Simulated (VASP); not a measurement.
# PtSe (P-6m2) in VASP: settings compared, part 2 of 2

VASP 6.6.1. The steps go on from the part before.

### Step 3. Single point, r2SCAN50

This run uses another cell than the first one, of 21.44 Å³/atom.

POSCAR reads:

```
PtSe
1.0
    3.7018703300      0.0000000000      0.0000000000
   -1.8509351600      3.2059137500      0.0000000000
    0.0000000000      0.0000000000      3.6128420300
Pt Se
1 1
Direct
    0.0000000000      0.0000000000      0.0000000000
    0.6666666667      0.3333333333      0.5000000000
```

INCAR.step1 reads:

```
ALGO = Normal ; EDIFF = 1E-5
ENCUT = 520 ; GGA = PE
ISIF = 2 ; ISMEAR = -1
LASPH = True ; LCHARG = False
LREAL = False ; LWAVE = True
NBANDS = 15 ; NELM = 100
PREC = Accurate ; SIGMA = 0.05
```

INCAR.step2 reads:

```
AEXX = 0.5 ; ALGO = Normal
EDIFF = 1E-6 ; ENCUT = 520
ISIF = 2 ; ISMEAR = -1
ISTART = 1 ; LASPH = True
LCHARG = False ; LHFCALC = True
LMIXTAU = True ; LREAL = False
LWAVE = False ; METAGGA = R2SCAN
NBANDS = 15 ; NELM = 100
PREC = Accurate ; PRECFOCK = Normal
SIGMA = 0.05
```

KPOINTS reads:

```
k-points
0
Gamma
  4 4 4
```

Potentials or basis: VASP PAW PBE potentials, release 64 (Pt, Se).

Started as:

```console
$ cat potpaw_PBE.64/Pt/POTCAR potpaw_PBE.64/Se/POTCAR > POTCAR
$ cp INCAR.step1 INCAR
$ mpirun -np 1 vasp_std > vasp.out
$ cp INCAR.step2 INCAR
$ mpirun -np 1 vasp_std > vasp.out
```

OUTCAR:

```text
AEXX = 0.5
   EDIFF = 1E-6
   ENCUT = 520
   ISIF = 2
   ISMEAR = -1
   ISTART = 1
   LASPH = True
   LHFCALC = True
   LREAL = False
   METAGGA = R2SCAN
   NELM = 100
   PREC = Accurate
   PRECFOCK = Normal

 ion  position               nearest neighbor table
   1  0.000  0.000  0.000-   2 2.80   2 2.80   2 2.80   2 2.80   2 2.80   2 2.80
   2  0.667  0.333  0.500-   1 2.80   1 2.80   1 2.80   1 2.80   1 2.80   1 2.80

  LATTYP: Found a hexagonal cell.
 ALAT       =     3.7018703300
 C/A-ratio  =     0.9759504542

  Lattice vectors:

 A1 = (   3.7018703300,   0.0000000000,   0.0000000000)
 A2 = (  -1.8509351600,   3.2059137500,   0.0000000000)
 A3 = (   0.0000000000,   0.0000000000,   3.6128420300)

Analysis of symmetry for initial positions (statically):
=====================================================================
 Subroutine PRICEL returns:
 Original cell was already a primitive cell.

 Routine SETGRP: Setting up the symmetry group for a
 hexagonal supercell.

 Subroutine GETGRP returns: Found 12 space group operations
 (whereof 12 operations were pure point group operations)
 out of a pool of 24 trial point group operations.

The static configuration has the point symmetry D_3h.

Analysis of symmetry for dynamics (positions and initial velocities):
=====================================================================
 Subroutine PRICEL returns:
 Original cell was already a primitive cell.

 Routine SETGRP: Setting up the symmetry group for a
 hexagonal supercell.

 Subroutine GETGRP returns: Found 12 space group operations
 (whereof 12 operations were pure point group operations)
 out of a pool of 24 trial point group operations.

The dynamic configuration has the point symmetry D_3h.

 Subroutine INISYM returns: Found 12 space group operations
 (whereof 12 operations are pure point group operations),
[... 117 lines left out ...]
   HFSCREENC=   0.0000 screening length for correlation (either q_TF or 0.3 A-1)
   ENCUTFOCK=  -1.0 apply spherical cutoff to Coloumb kernel
   IVDW    =     0    specifies the selected vdW correction
   LEPSILON=     F    determine dielectric tensor
   LRPA    =     F    only Hartree local field effects (RPA)
 non-spin polarized calculation
  energy-cutoff  :      520.00
  volume of cell :       42.88
 maximum number of plane-waves:      1168
 NGX is ok and might be reduce to    28
  NGX = 24; NGY = 24; NGZ = 24

 number of electron      16.0000001 magnetization

 Free energy of the ion-electron system (eV)
  ---------------------------------------------------
  ext. energy  EPLUGINS =         0.00000000
  ---------------------------------------------------
  free energy    TOTEN  =       -43.65024585 eV

  energy without entropy =      -43.64427853  energy(sigma->0) =      -43.64726219

 E-fermi :   4.8572     XC(G=0):  -6.3756

 val. band max:        4.8225224015   @ k =   0.2500  -0.0000   0.0000
 cond. band min:       5.9593211745   @ k =   0.2500   0.2500   0.2500
 fundamental gap:      1.1367987729
 Fermi energy:         4.8571797607

 k-point     1 :       0.0000    0.0000    0.0000
  band No.  band energies     occupation
      1     -13.5884      2.00000
      2      -1.0153      2.00000
      3      -0.9262      2.00000
      4      -0.9262      2.00000
      5       1.4387      2.00000
      6       1.4387      2.00000
      7       1.6126      2.00000
      8       6.2830      0.00000
      9       6.2830      0.00000
     10       7.0101      0.00000
     11      14.7314      0.00000
     12      15.3022      0.00000
     13      15.3022      0.00000
     14      20.6936      0.00000
[... 185 lines left out ...]
      2      -2.7278      2.00000
      3      -2.5714      2.00000
      4      -0.7300      2.00000
      5       0.3999      2.00000
      6       1.1824      2.00000
      7       2.4975      2.00000
      8       2.5589      2.00000
      9       7.7177      0.00000
     10       8.3492      0.00000
     11      11.1761      0.00000
     12      15.2560      0.00000
     13      17.7403      0.00000
     14      20.3173      0.00000
     15      23.8836      0.00000

------------------------ aborting loop because EDIFF is reached ----------------------------------------

  FORCE on cell =-STRESS in cart. coord.  units (eV):
  Direction    XX          YY          ZZ          XY          YZ          ZX
  --------------------------------------------------------------------------------------
  -------------------------------------------------------------------------------------
  Total       -4.6285937     -4.6285937     -6.3556882     -0.0000000      0.0000000      0.0000000
  in kB     -172.9567980   -172.9567983   -237.4931886     -0.0000003      0.0000000      0.0000000
  external PRESSURE =    -194.4689283 kB  Pullay stress =       0.0000000 kB

 VOLUME and BASIS-vectors are now :
 -----------------------------------------------------------------------------
  energy-cutoff  :      520.00
  volume of cell :       42.88
      direct lattice vectors                 reciprocal lattice vectors
     3.701870330  0.000000000  0.000000000     0.270133719  0.155961775  0.000000000
    -1.850935160  3.205913750  0.000000000     0.000000000  0.311923551  0.000000000
     0.000000000  0.000000000  3.612842030     0.000000000  0.000000000  0.276790403

 POSITION                                       TOTAL-FORCE (eV/Angst)
 -----------------------------------------------------------------------------------
      0.00000      0.00000      0.00000         0.000000      0.000000      0.000000
      1.85094      1.06864      1.80642        -0.000000      0.000000      0.000000
 -----------------------------------------------------------------------------------
    total drift:                                0.000001      0.000000     -0.000000

  FREE ENERGIE OF THE ION-ELECTRON SYSTEM (eV)
  ---------------------------------------------------
  free  energy   TOTEN  =       -43.6502458490 eV

  energy  without entropy=      -43.6442785283  energy(sigma->0) =      -43.64726219
```

Run time: 15 min. Hardware: 1 thread of Intel Xeon Platinum 8488C (Sapphire Rapids), shared host; peak memory 0.18 GiB.

Results:

```
Free energy            : -43.6502 eV
Pressure               : -19.4 GPa
Band gap on the k mesh : zero (bands 8 and 9 overlap by 1.89 eV)
```

Caveat: the k points lie up to 0.49 Å⁻¹ apart, too coarse for converged energies and pressures of a metal; the PAW data sets were made with another functional, which shifts forces and pressure a little; spin-orbit coupling is left out, which moves the levels of the heavy elements.

### Step 4. Single point, HF

This run uses another cell than the first one, of 21.44 Å³/atom.

POSCAR is that of step 3.

INCAR.step1 reads:

```
  PREC = Accurate
  ENCUT = 520
  EDIFF = 1E-5
  ISMEAR = -1
  SIGMA = 0.05
  LREAL = False
  LASPH = True
  NELM = 100
  ALGO = Normal
  ISIF = 2
  LWAVE = True
  LCHARG = False
  NBANDS = 15
  GGA = PE
```

INCAR.step2 reads:

```
  PREC = Accurate
  ENCUT = 520
  EDIFF = 1E-6
  ISMEAR = -1
  SIGMA = 0.05
  LREAL = False
  LASPH = True
  NELM = 100
  ALGO = Normal
  ISIF = 2
  LWAVE = False
  LCHARG = False
  GGA = PE
  LHFCALC = True
  AEXX = 1.0
  ALDAC = 0.0
  AGGAC = 0.0
  PRECFOCK = Normal
  NBANDS = 15
  ISTART = 1
```

KPOINTS reads:

```
regular mesh
0
Gamma
  4 4 4
```

Started as:

```console
$ cat potpaw_PBE.64/Pt/POTCAR potpaw_PBE.64/Se/POTCAR > POTCAR
$ cp INCAR.step1 INCAR
$ mpirun -np 1 vasp_std > vasp.out
$ cp INCAR.step2 INCAR
$ mpirun -np 1 vasp_std > vasp.out
```

It took 14 min on 1 thread of Intel Xeon Platinum 8488C (Sapphire Rapids), shared host; peak memory 0.18 GiB.

Results (log left out):

| Item | Value |
| --- | --- |
| Free energy | -17.5346 eV |
| Pressure | -10.5 GPa |
| Band gap on the k mesh | zero (bands 8 and 9 overlap by 3.40 eV) |

Stress tensor (GPa, compression positive):
```
 -8.61   0.00   0.00
  0.00  -8.61   0.00
  0.00   0.00 -14.23
```

Levels at points of the mesh, in eV from the Fermi level:
```tsv
k point	band 6	band 7	band 8	band 9	band 10	band 11
(0.00, 0.00, 0.00)	-4.55	-4.38	2.29	2.29	4.68	12.38
(0.50, 0.00, 0.00)	-5.14	-4.65	-3.58	3.84	7.54	11.70
(0.00, 0.00, 0.50)	-6.78	-5.89	3.37	3.37	9.68	11.51
(0.50, 0.00, 0.50)	-5.58	-4.63	-2.43	4.73	5.12	10.49
```

Caveat: the k points lie up to 0.49 Å⁻¹ apart, too coarse for converged energies and pressures of a metal; the PAW data sets were made with another functional, which shifts forces and pressure a little; spin-orbit coupling is left out, which moves the levels of the heavy elements.

### Step 5. Single point, PBEsol-based screened hybrid with 25 % exact exchange

This run uses another cell than the first one, of 21.44 Å³/atom.

POSCAR is that of step 4.

INCAR.step1 reads:

```
  PREC = Accurate
  ENCUT = 400
  EDIFF = 1E-5
  ISMEAR = -1
  SIGMA = 0.05
  LREAL = False
  LASPH = True
  NELM = 120
  ALGO = Normal
  ISIF = 2
  LWAVE = True
  NBANDS = 15
  GGA = PE
  GGA_COMPAT = False
```

INCAR.step2 reads:

```
  PREC = Accurate
  ENCUT = 400
  EDIFF = 1E-6
  ISMEAR = -1
  SIGMA = 0.05
  LREAL = False
  LASPH = True
  NELM = 120
  ALGO = Normal
  ISIF = 2
  LWAVE = False
  LCHARG = True
  GGA = PS
  LHFCALC = True
  AEXX = 0.25
  HFSCREEN = 0.207
  PRECFOCK = Normal
  LELF = True
  LVHAR = True
  NBANDS = 15
  ISTART = 1
  GGA_COMPAT = False
```

KPOINTS reads:

```
Automatic mesh
0
Gamma
  4 4 4
```

Started as:

```console
$ cat potpaw_PBE.64/Pt/POTCAR potpaw_PBE.64/Se/POTCAR > POTCAR
$ cp INCAR.step1 INCAR
$ mpirun -np 1 vasp_std > vasp.out
$ cp INCAR.step2 INCAR
$ mpirun -np 1 vasp_std > vasp.out
```

Wall time 6.5 min (1 thread of AMD EPYC 7R43 (Zen 3), shared host); peak memory 0.22 GiB.

It converged, with:

```yaml
Free_energy: -11.3090 eV
Pressure: -18.5 GPa
Band_gap_on_the_k_mesh: zero (bands 8 and 9 overlap by 0.80 eV)
```

Stress tensor (GPa, compression positive):
```
-16.45   0.00   0.00
  0.00 -16.45   0.00
  0.00   0.00 -22.74
```

Levels at points of the mesh, in eV from the Fermi level:
| k point | band 4 | band 5 | band 6 | band 7 | band 8 | band 9 | band 10 | band 11 | band 12 | band 13 |
| --- | --- | --- | --- | --- | --- | --- | --- | --- | --- | --- |
| (0.00, 0.00, 0.00) | -4.34 | -2.46 | -2.46 | -2.37 | 0.40 | 0.57 | 0.57 | 7.96 | 8.46 | 8.46 |
| (0.50, 0.00, 0.00) | -3.99 | -3.15 | -2.64 | -1.94 | -1.60 | 1.40 | 3.23 | 6.76 | 9.34 | 9.86 |
| (0.00, 0.00, 0.50) | -4.02 | -3.24 | -3.24 | -2.34 | 0.64 | 0.64 | 5.39 | 6.38 | 11.70 | 11.70 |
| (0.50, 0.00, 0.50) | -5.05 | -2.40 | -2.19 | -1.94 | -1.11 | 0.69 | 1.88 | 6.15 | 7.37 | 9.31 |

Caveat: the k points lie up to 0.49 Å⁻¹ apart, too coarse for converged energies and pressures of a metal; the PAW data sets were made with another functional, which shifts forces and pressure a little; spin-orbit coupling is left out, which moves the levels of the heavy elements.

### Step 6. Overview

```csv
level,cell,cutoff (eV),share of exact exchange,screening parameter,gap on the mesh (eV),pressure (GPa)
HF,"a = 3.655, b = 3.655, c = 3.387 Å, angles 90.0, 90.0, 120.0°, 2 atoms",520,1,-,none,-2.3
r2SCAN50,"a = 3.702, b = 3.702, c = 3.613 Å, angles 90.0, 90.0, 120.0°, 2 atoms",520,0.5,-,none,-19.4
HF,"a = 3.702, b = 3.702, c = 3.613 Å, angles 90.0, 90.0, 120.0°, 2 atoms",520,1,-,none,-10.5
PBEsol-based screened hybrid with 25 % exact exchange,"a = 3.702, b = 3.702, c = 3.613 Å, angles 90.0, 90.0, 120.0°, 2 atoms",400,0.25,0.207 1/Å,none,-18.5
```

Alike in all rows: task single point; potentials or basis VASP PAW PBE potentials, release 64 (Pt, Se); no spin polarisation; k mesh 4 × 4 × 4; smearing fermi-dirac 0.05 eV.

Caveats: all runs use coarse meshes; the PAW data sets were made with another functional, which shifts forces and pressure a little; spin-orbit coupling is left out, which moves the levels of the heavy elements.

Total energies depend on the potentials used, so only differences within one code and one set of settings carry meaning.

The gap in the log of VASP goes by the Fermi energy; the results here count the filled bands.